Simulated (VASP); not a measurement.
# PbS (zincblende type) (F-43m) in VASP: notebook

Runs on PbS (zincblende type). Level: PBE. Tasks: electric field gradients.

Everything below comes from runs of VASP 6.6.1. Logs are shortened: lines on timing, memory, paths and dates and some standing lists are left out, and cuts for length are marked.

## 1. The cell of the first run

The structure is cubic, space group F-43m (No. 216). The conventional cell has a = 6.532 Å, b = 6.532 Å, c = 6.532 Å, α = 90.00°, β = 90.00°, γ = 90.00°. Within 3.7 Å of Pb (site symmetry -43m) lie 4 S at 2.83 Å. S (site symmetry -43m) has 4 Pb at 2.83 Å within 3.7 Å.

## 2. Electric field gradients, PBE (volume scaled by 0.95)

Input file INCAR:

```
ALGO = Normal
EDIFF = 1E-8
ENCUT = 520
GGA = PE
ISIF = 2
ISMEAR = -1
LASPH = T
LCHARG = F
LEFG = T
LREAL = F
LWAVE = F
NBANDS = 17
NELM = 60
PREC = Accurate
SIGMA = 0.03
```

Input file KPOINTS:

```
k-points
0
Gamma
  11 11 11
```

Input file POSCAR:

```
PbS
1.0
    0.0000000000      3.2659215413      3.2659215413
    3.2659215413      0.0000000000      3.2659215413
    3.2659215413      3.2659215413      0.0000000000
Pb S
1 1
Direct
    0.0000000000      0.0000000000      0.0000000000
    0.2500000000      0.2500000000      0.2500000000
```

Potentials or basis: VASP PAW PBE potentials, release 64 (Pb_d, S).

The run is started by

```
cat potpaw_PBE.64/Pb_d/POTCAR potpaw_PBE.64/S/POTCAR > POTCAR
mpirun -np 1 vasp_std > vasp.out
```

OUTCAR:

```text
EDIFF = 1E-8
   ENCUT = 520
   GGA = PE
   ISIF = 2
   ISMEAR = -1
   LASPH = T
   LREAL = F
   NELM = 60
   PREC = Accurate

 ion  position               nearest neighbor table
   1  0.000  0.000  0.000-   2 2.83   2 2.83   2 2.83   2 2.83
   2  0.250  0.250  0.250-   1 2.83   1 2.83   1 2.83   1 2.83

  LATTYP: Found a face centered cubic cell.
 ALAT       =     6.5318430826

  Lattice vectors:

 A1 = (   0.0000000000,   3.2659215413,   3.2659215413)
 A2 = (   3.2659215413,   0.0000000000,   3.2659215413)
 A3 = (   3.2659215413,   3.2659215413,   0.0000000000)

Analysis of symmetry for initial positions (statically):
=====================================================================
 Subroutine PRICEL returns:
 Original cell was already a primitive cell.

 Routine SETGRP: Setting up the symmetry group for a
 face centered cubic supercell.

 Subroutine GETGRP returns: Found 24 space group operations
 (whereof 24 operations were pure point group operations)
 out of a pool of 48 trial point group operations.

The static configuration has the point symmetry T_d .

Analysis of symmetry for dynamics (positions and initial velocities):
=====================================================================
 Subroutine PRICEL returns:
 Original cell was already a primitive cell.

 Routine SETGRP: Setting up the symmetry group for a
 face centered cubic supercell.

 Subroutine GETGRP returns: Found 24 space group operations
 (whereof 24 operations were pure point group operations)
 out of a pool of 48 trial point group operations.

The dynamic configuration has the point symmetry T_d .

 Subroutine INISYM returns: Found 24 space group operations
 (whereof 24 operations are pure point group operations),
 and found     1 'primitive' translations

----------------------------------------------------------------------------------------

                                     Primitive cell

  volume of cell :      69.6702

  direct lattice vectors                    reciprocal lattice vectors
     0.000000000  3.265921541  3.265921541    -0.153096146  0.153096146  0.153096146
[... 114 lines left out ...]
   IVDW    =     0    specifies the selected vdW correction
   LEPSILON=     F    determine dielectric tensor
   LRPA    =     F    only Hartree local field effects (RPA)
 non-spin polarized calculation
  energy-cutoff  :      520.00
  volume of cell :       69.67
 maximum number of plane-waves:      1893
   NGX = 17   NGY = 17   NGZ = 17

 number of electron      20.0000001 magnetization

 Free energy of the ion-electron system (eV)
  ---------------------------------------------------
  ext. energy  EPLUGINS =         0.00000000
  ---------------------------------------------------
  free energy    TOTEN  =        -8.38563977 eV

  energy without entropy =       -8.38563974  energy(sigma->0) =       -8.38563976

 E-fermi :   3.5504     XC(G=0):  -8.0573

 val. band max:        3.1304154805   @ k =  -0.2727   0.4545   0.1818
 cond. band min:       3.9251988553   @ k =   0.4545   0.4545   0.0000
 fundamental gap:      0.7947833748
 Fermi energy:         3.5503566990

 k-point     1 :       0.0000    0.0000    0.0000
  band No.  band energies     occupation
      1     -13.4946      2.00000
      2     -13.4946      2.00000
      3     -13.4946      2.00000
      4     -13.4516      2.00000
      5     -13.4516      2.00000
      6      -9.6466      2.00000
[... 457 lines left out ...]
      4     -13.4524      2.00000
      5     -13.4484      2.00000
      6      -9.1756      2.00000
[... 9 lines left out ...]
     16      11.1587      0.00000
     17      13.3601      0.00000

 [... further k-points ...]
[... 5 lines left out ...]
  --------------------------------------------------------------------------------------
  -------------------------------------------------------------------------------------
  Total        0.8757282      0.8757282      0.8757282      0.0000000      0.0000000      0.0000000
  in kB       20.1387586     20.1387586     20.1387586      0.0000000      0.0000000      0.0000000
  external PRESSURE =      20.1387586 kB  Pullay stress =       0.0000000 kB

 VOLUME and BASIS-vectors are now :
 -----------------------------------------------------------------------------
  energy-cutoff  :      520.00
  volume of cell :       69.67
      direct lattice vectors                 reciprocal lattice vectors
     0.000000000  3.265921541  3.265921541    -0.153096146  0.153096146  0.153096146
     3.265921541  0.000000000  3.265921541     0.153096146 -0.153096146  0.153096146
     3.265921541  3.265921541  0.000000000     0.153096146  0.153096146 -0.153096146

 POSITION                                       TOTAL-FORCE (eV/Angst)
 -----------------------------------------------------------------------------------
      0.00000      0.00000      0.00000         0.000000      0.000000      0.000000
      1.63296      1.63296      1.63296        -0.000000     -0.000000     -0.000000
 -----------------------------------------------------------------------------------
    total drift:                                0.000000      0.000000      0.000000

  FREE ENERGIE OF THE ION-ELECTRON SYSTEM (eV)
  ---------------------------------------------------
  free  energy   TOTEN  =        -8.3856397745 eV

  energy  without entropy=       -8.3856397442  energy(sigma->0) =       -8.38563976

 Electric field gradients (V/A^2)
---------------------------------------------------------------------
 ion       V_xx      V_yy      V_zz      V_xy      V_xz      V_yz
---------------------------------------------------------------------
   1      -0.000    -0.000    -0.000    -0.000    -0.000    -0.000
   2       0.000    -0.000    -0.000    -0.000    -0.000    -0.000
---------------------------------------------------------------------

 Electric field gradients after diagonalization (V/A^2)
 (convention: |V_zz| > |V_xx| > |V_yy|)
----------------------------------------------------------------------
 ion       V_xx      V_yy      V_zz     asymmetry (V_yy - V_xx)/ V_zz
----------------------------------------------------------------------
   1       0.000     0.000    -0.001       0.000
   2       0.000     0.000    -0.000       0.000
----------------------------------------------------------------------

           NMR quadrupolar parameters

 Cq : quadrupolar parameter    Cq=e*Q*V_zz/h
 eta: asymmetry parameters     (V_yy - V_xx)/ V_zz
 Q  : nuclear electric quadrupole moment in mb (millibarn)
----------------------------------------------------------------------
 ion       Cq(MHz)       eta       Q (mb)
----------------------------------------------------------------------
   1      -0.000       0.000       1.000
   2      -0.000       0.000       1.000
----------------------------------------------------------------------
```

Wall time 3.3 min (1 thread of AMD EPYC 7R13, shared host); peak memory 0.21 GiB.

Results:

```yaml
Free_energy: -8.3856 eV
Pressure: 2.0 GPa
Band_gap_on_the_k_mesh: 0.79 eV, indirect (least direct gap 1.24 eV)
```

Levels at points of the mesh, in eV from the valence-band top:
| k point | band 7 | band 8 | band 9 | band 10 | band 11 | band 12 | band 13 | band 14 |
| --- | --- | --- | --- | --- | --- | --- | --- | --- |
| (0.00, 0.00, 0.00) | -5.82 | -1.78 | -1.78 | -1.78 | 2.52 | 2.52 | 2.52 | 5.37 |

Caveat: the cell differs from its parent crystal (volume scaled by 0.95); without QUAD_EFG the Cq values of the log hold for a quadrupole moment of 1 mb, not for the nuclei; spin-orbit coupling is left out, which moves the levels of the heavy elements. A k mesh can miss the band edges.

## 3. Electric field gradients, PBE (volume scaled by 0.975)

INCAR, as its differences from that of step 2:

```diff
@@ -12,3 +12,3 @@
 NBANDS = 17
-NELM = 60
+NELM = 80
 PREC = Accurate
```

KPOINTS is that of step 2.

Input file POSCAR:

```
PbS
1.0
    0.0000000000      3.2943222846      3.2943222846
    3.2943222846      0.0000000000      3.2943222846
    3.2943222846      3.2943222846      0.0000000000
Pb S
1 1
Direct
    0.0000000000      0.0000000000      0.0000000000
    0.2500000000      0.2500000000      0.2500000000
```

Potentials or basis: VASP PAW PBE potentials, release 64 (Pb_d, S).

The run is started by

```
cat potpaw_PBE.64/Pb_d/POTCAR potpaw_PBE.64/S/POTCAR > POTCAR
mpirun -np 1 vasp_std > vasp.out
```

OUTCAR:

```text
EDIFF = 1E-8
   ENCUT = 520
   GGA = PE
   ISIF = 2
   ISMEAR = -1
   LASPH = T
   LREAL = F
   NELM = 80
   PREC = Accurate

 ion  position               nearest neighbor table
   1  0.000  0.000  0.000-   2 2.85   2 2.85   2 2.85   2 2.85
   2  0.250  0.250  0.250-   1 2.85   1 2.85   1 2.85   1 2.85

  LATTYP: Found a face centered cubic cell.
 ALAT       =     6.5886445692

  Lattice vectors:

 A1 = (   0.0000000000,   3.2943222846,   3.2943222846)
 A2 = (   3.2943222846,   0.0000000000,   3.2943222846)
 A3 = (   3.2943222846,   3.2943222846,   0.0000000000)

[... 690 lines left out ...]
  free  energy   TOTEN  =        -8.4029987406 eV

  energy  without entropy=       -8.4029987291  energy(sigma->0) =       -8.40299873

 Electric field gradients (V/A^2)
---------------------------------------------------------------------
 ion       V_xx      V_yy      V_zz      V_xy      V_xz      V_yz
---------------------------------------------------------------------
   1      -0.000    -0.000     0.000    -0.001    -0.001    -0.001
   2       0.000    -0.000    -0.000    -0.000    -0.000    -0.000
---------------------------------------------------------------------

 Electric field gradients after diagonalization (V/A^2)
 (convention: |V_zz| > |V_xx| > |V_yy|)
----------------------------------------------------------------------
 ion       V_xx      V_yy      V_zz     asymmetry (V_yy - V_xx)/ V_zz
----------------------------------------------------------------------
   1       0.001     0.001    -0.002       0.000
   2       0.000     0.000    -0.001       0.000
----------------------------------------------------------------------

           NMR quadrupolar parameters

 Cq : quadrupolar parameter    Cq=e*Q*V_zz/h
 eta: asymmetry parameters     (V_yy - V_xx)/ V_zz
 Q  : nuclear electric quadrupole moment in mb (millibarn)
----------------------------------------------------------------------
 ion       Cq(MHz)       eta       Q (mb)
----------------------------------------------------------------------
   1      -0.000       0.000       1.000
   2      -0.000       0.000       1.000
----------------------------------------------------------------------
```

OSZICAR:

```text
N       E                     dE             d eps       ncg     rms          rms(c)
DAV:   1     0.164787842585E+03    0.16479E+03   -0.93045E+03  1904   0.113E+03
DAV:   2     0.509301070400E+01   -0.15969E+03   -0.15403E+03  2038   0.296E+02
DAV:   3    -0.869305928439E+01   -0.13786E+02   -0.13705E+02  2477   0.947E+01
DAV:   4    -0.908907919814E+01   -0.39602E+00   -0.39568E+00  2388   0.193E+01
DAV:   5    -0.910460001579E+01   -0.15521E-01   -0.15519E-01  2723   0.359E+00    0.500E+00
DAV:   6    -0.839662761209E+01    0.70797E+00   -0.20890E+00  2891   0.898E+00    0.372E+00
DAV:   7    -0.839717389351E+01   -0.54628E-03   -0.19478E-01  2112   0.210E+00    0.196E+00
DAV:   8    -0.840167152519E+01   -0.44976E-02   -0.19992E-02  2170   0.153E+00    0.158E-01
DAV:   9    -0.840217097017E+01   -0.49944E-03   -0.63955E-03  2478   0.584E-01    0.184E-01
DAV:  10    -0.840284135304E+01   -0.67038E-03   -0.90950E-04  1985   0.206E-01    0.521E-02
DAV:  11    -0.840298136224E+01   -0.14001E-03   -0.22846E-04  2360   0.126E-01    0.333E-02
DAV:  12    -0.840299667719E+01   -0.15315E-04   -0.39074E-05  2245   0.658E-02    0.505E-03
DAV:  13    -0.840299820228E+01   -0.15251E-05   -0.24918E-06  2232   0.128E-02    0.216E-03
DAV:  14    -0.840299865566E+01   -0.45337E-06   -0.86163E-07  2101   0.495E-03    0.120E-03
DAV:  15    -0.840299873363E+01   -0.77978E-07   -0.69463E-08  2553   0.222E-03    0.125E-04
DAV:  16    -0.840299874966E+01   -0.16023E-07   -0.25810E-09  1710   0.290E-04    0.190E-04
DAV:  17    -0.840299874059E+01    0.90679E-08   -0.38393E-10  1093   0.184E-04
   1 F= -.84029987E+01 E0= -.84029987E+01  d E =-.114628E-07
```

stdout:

```text
POSCAR found type information on POSCAR PbS
 POSCAR found :  2 types and       2 ions
 scaLAPACK will be used
 LDA part: xc-table for (Slater+PW92), standard interpolation
 POSCAR, INCAR and KPOINTS ok, starting setup
 FFT: planning ... GRIDC
 FFT: planning ... GRID_SOFT
 FFT: planning ... GRID
 WAVECAR not read
 entering main loop
ion   1

ion   2
```

It took 3.1 min on 1 thread of AMD EPYC 7R13, shared host; peak memory 0.21 GiB.

Results:

```
Free energy            : -8.4030 eV
Pressure               : 0.9 GPa
Band gap on the k mesh : 0.86 eV, indirect (least direct gap 1.28 eV)
```

Levels at points of the mesh, in eV from the valence-band top:
| k point | band 6 | band 7 | band 8 | band 9 | band 10 | band 11 | band 12 | band 13 | band 14 | band 15 |
| --- | --- | --- | --- | --- | --- | --- | --- | --- | --- | --- |
| (0.00, 0.00, 0.00) | -12.60 | -5.88 | -1.69 | -1.69 | -1.69 | 2.54 | 2.54 | 2.54 | 5.36 | 8.66 |

Caveat: the cell differs from its parent crystal (volume scaled by 0.975); without QUAD_EFG the Cq values of the log hold for a quadrupole moment of 1 mb, not for the nuclei; spin-orbit coupling is left out, which moves the levels of the heavy elements.

## 4. Electric field gradients, PBE

This run uses another cell than the first one, of 36.67 Å³/atom, 1.053 times its volume.

Input file INCAR:

```
  PREC = Accurate
  ENCUT = 520
  EDIFF = 1E-8
  ISMEAR = -1
  SIGMA = 0.03
  LREAL = F
  LASPH = T
  NELM = 100
  ALGO = Normal
  ISIF = 2
  LWAVE = F
  LCHARG = F
  GGA = PE
  LEFG = T
  NBANDS = 17
```

Input file KPOINTS:

```
Automatic mesh
0
Gamma
  11 11 11
```

Input file POSCAR:

```
PbS
1.0
    0.0000000000      3.3222416012      3.3222416012
    3.3222416012      0.0000000000      3.3222416012
    3.3222416012      3.3222416012      0.0000000000
Pb S
1 1
Direct
    0.0000000000      0.0000000000      0.0000000000
    0.2500000000      0.2500000000      0.2500000000
```

Potentials or basis: VASP PAW PBE potentials, release 64 (Pb_d, S).

The run is started by

```
cat potpaw_PBE.64/Pb_d/POTCAR potpaw_PBE.64/S/POTCAR > POTCAR
mpirun -np 1 vasp_std > vasp.out
```

OUTCAR:

```text
PREC = Accurate
   ENCUT = 520
   EDIFF = 1E-8
   ISMEAR = -1
   LREAL = F
   LASPH = T
   NELM = 100
   ISIF = 2
   GGA = PE

 ion  position               nearest neighbor table
   1  0.000  0.000  0.000-   2 2.88   2 2.88   2 2.88   2 2.88
   2  0.250  0.250  0.250-   1 2.88   1 2.88   1 2.88   1 2.88

  LATTYP: Found a face centered cubic cell.
 ALAT       =     6.6444832024

  Lattice vectors:

 A1 = (   0.0000000000,   3.3222416012,   3.3222416012)
 A2 = (   3.3222416012,   0.0000000000,   3.3222416012)
 A3 = (   3.3222416012,   3.3222416012,   0.0000000000)

Analysis of symmetry for initial positions (statically):
=====================================================================
 Subroutine PRICEL returns:
 Original cell was already a primitive cell.

 Routine SETGRP: Setting up the symmetry group for a
 face centered cubic supercell.

 Subroutine GETGRP returns: Found 24 space group operations
 (whereof 24 operations were pure point group operations)
 out of a pool of 48 trial point group operations.

The static configuration has the point symmetry T_d .

Analysis of symmetry for dynamics (positions and initial velocities):
=====================================================================
 Subroutine PRICEL returns:
 Original cell was already a primitive cell.

 Routine SETGRP: Setting up the symmetry group for a
 face centered cubic supercell.

 Subroutine GETGRP returns: Found 24 space group operations
 (whereof 24 operations were pure point group operations)
 out of a pool of 48 trial point group operations.

The dynamic configuration has the point symmetry T_d .

 Subroutine INISYM returns: Found 24 space group operations
[... 147 lines left out ...]
 cond. band min:       3.5540511050   @ k =   0.4545   0.4545   0.0000
 fundamental gap:      0.9150007623
 Fermi energy:         3.1194409209

 k-point     1 :       0.0000    0.0000    0.0000
  band No.  band energies     occupation
      1     -13.9426      2.00000
      2     -13.9426      2.00000
      3     -13.9426      2.00000
      4     -13.9103      2.00000
      5     -13.9103      2.00000
      6      -9.7951      2.00000
[... 457 lines left out ...]
      4     -13.9108      2.00000
      5     -13.9076      2.00000
      6      -9.3745      2.00000
[... 9 lines left out ...]
     16      10.6293      0.00000
     17      12.8615      0.00000

 [... further k-points ...]
[... 5 lines left out ...]
  --------------------------------------------------------------------------------------
  -------------------------------------------------------------------------------------
  Total       -0.0007479     -0.0007479     -0.0007479      0.0000000      0.0000000      0.0000000
  in kB       -0.0163396     -0.0163396     -0.0163396      0.0000000      0.0000000      0.0000000
  external PRESSURE =      -0.0163396 kB  Pullay stress =       0.0000000 kB

 VOLUME and BASIS-vectors are now :
 -----------------------------------------------------------------------------
  energy-cutoff  :      520.00
  volume of cell :       73.34
      direct lattice vectors                 reciprocal lattice vectors
     0.000000000  3.322241601  3.322241601    -0.150500794  0.150500794  0.150500794
     3.322241601  0.000000000  3.322241601     0.150500794 -0.150500794  0.150500794
     3.322241601  3.322241601  0.000000000     0.150500794  0.150500794 -0.150500794

 POSITION                                       TOTAL-FORCE (eV/Angst)
 -----------------------------------------------------------------------------------
      0.00000      0.00000      0.00000        -0.000000     -0.000000     -0.000000
      1.66112      1.66112      1.66112         0.000000      0.000000      0.000000
 -----------------------------------------------------------------------------------
    total drift:                                0.000000      0.000000      0.000000

  FREE ENERGIE OF THE ION-ELECTRON SYSTEM (eV)
  ---------------------------------------------------
  free  energy   TOTEN  =        -8.4088455650 eV

  energy  without entropy=       -8.4088455602  energy(sigma->0) =       -8.40884556

 Electric field gradients (V/A^2)
---------------------------------------------------------------------
 ion       V_xx      V_yy      V_zz      V_xy      V_xz      V_yz
---------------------------------------------------------------------
   1       0.000     0.000     0.000    -0.001    -0.001    -0.001
   2      -0.000    -0.000    -0.000    -0.000    -0.000    -0.000
---------------------------------------------------------------------

 Electric field gradients after diagonalization (V/A^2)
 (convention: |V_zz| > |V_xx| > |V_yy|)
----------------------------------------------------------------------
 ion       V_xx      V_yy      V_zz     asymmetry (V_yy - V_xx)/ V_zz
----------------------------------------------------------------------
   1       0.001     0.001    -0.002       0.000
   2       0.000     0.000    -0.001       0.000
----------------------------------------------------------------------

           NMR quadrupolar parameters

 Cq : quadrupolar parameter    Cq=e*Q*V_zz/h
 eta: asymmetry parameters     (V_yy - V_xx)/ V_zz
 Q  : nuclear electric quadrupole moment in mb (millibarn)
----------------------------------------------------------------------
 ion       Cq(MHz)       eta       Q (mb)
----------------------------------------------------------------------
   1      -0.000       0.000       1.000
   2      -0.000       0.000       1.000
----------------------------------------------------------------------
```

Wall time 2.7 min (1 thread of AMD EPYC 7R13, shared host); peak memory 0.21 GiB.

Results:

```yaml
Free_energy: -8.4088 eV
Pressure: 0.0 GPa
Band_gap_on_the_k_mesh: 0.92 eV, indirect (least direct gap 1.32 eV)
```

Levels at points of the mesh, in eV from the valence-band top:
```csv
k point,band 8,band 9,band 10,band 11,band 12,band 13
"(0.00, 0.00, 0.00)",-1.61,-1.61,-1.61,2.55,2.55,2.55
```

Caveat: without QUAD_EFG the Cq values of the log hold for a quadrupole moment of 1 mb, not for the nuclei; spin-orbit coupling is left out, which moves the levels of the heavy elements. A k mesh can miss the band edges.

(Part 1 of 2 ends here.)
